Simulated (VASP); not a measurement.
Wanted: the native input for a VASP 6.6.1 run.

| Quantity | Value |
| --- | --- |
| Task | relaxation of cell and atoms |
| Functional | PBE |
| Potentials or basis | VASP PAW PBE potentials, release 64 (Be, C) |
| Cutoff | 600 eV |
| k mesh | 12 × 12 × 12 |
| Occupations | gaussian, width 0.1 eV |
| Spin | no spin polarisation |
| Dipole correction | no |
| Further INCAR settings | ALGO = Normal; EDIFF = 1e-06; IBRION = 2; EDIFFG = -0.01; NSW = 100; ISIF = 3 |

The structure of BeC3 lies in POSCAR:

```
BeC3
1.0
    2.7048904007      1.5616692010      1.9480133221
   -2.7048904007      1.5616692010      1.9480133221
    0.0000000000     -3.1233384020      1.9480133221
Be C
1 3
Direct
    0.0000000000      0.0000000000      0.0000000000
    0.5000000000      0.5000000000      0.5000000000
    0.7207927312      0.7207927312      0.7207927312
    0.2792072688      0.2792072688      0.2792072688
```

One way to write it, as run:

INCAR

```
PREC = Accurate
ENCUT = 600
EDIFF = 1E-6
ISMEAR = 0
SIGMA = 0.1
LREAL = F
LASPH = T
NELM = 60
ALGO = Normal
ISIF = 3
LWAVE = F
LCHARG = F
GGA = PE
IBRION = 2
NSW = 100
EDIFFG = -0.01
```

KPOINTS

```
Automatic mesh
0
Gamma
  12 12 12
```

Potentials or basis: VASP PAW PBE potentials, release 64 (Be, C).

Launch:

```sh
$ cat potpaw_PBE.64/Be/POTCAR potpaw_PBE.64/C/POTCAR > POTCAR
$ mpirun -np 1 vasp_std > vasp.out
```

It gave:

The relaxed volume is 12.33 Å³/atom and the relaxed cell is a = 3.680 Å, b = 3.680 Å, c = 3.680 Å, α = 94.61°, β = 94.61°, γ = 94.61°. The space group after relaxing (to 0.05 Å) is R-3m (No. 166). The energy gained by relaxing is 0.0 meV/atom and the ionic steps are 6. The pressure after relaxing is 0.0 GPa and the band gap on the k mesh is zero (band 7 reaches 2.57 eV, above the bottom of band 8 at 0.06 eV).

Wall time 7.9 min on 1 thread of AMD EPYC 7R13 (shared host), peak memory 0.22 GiB.
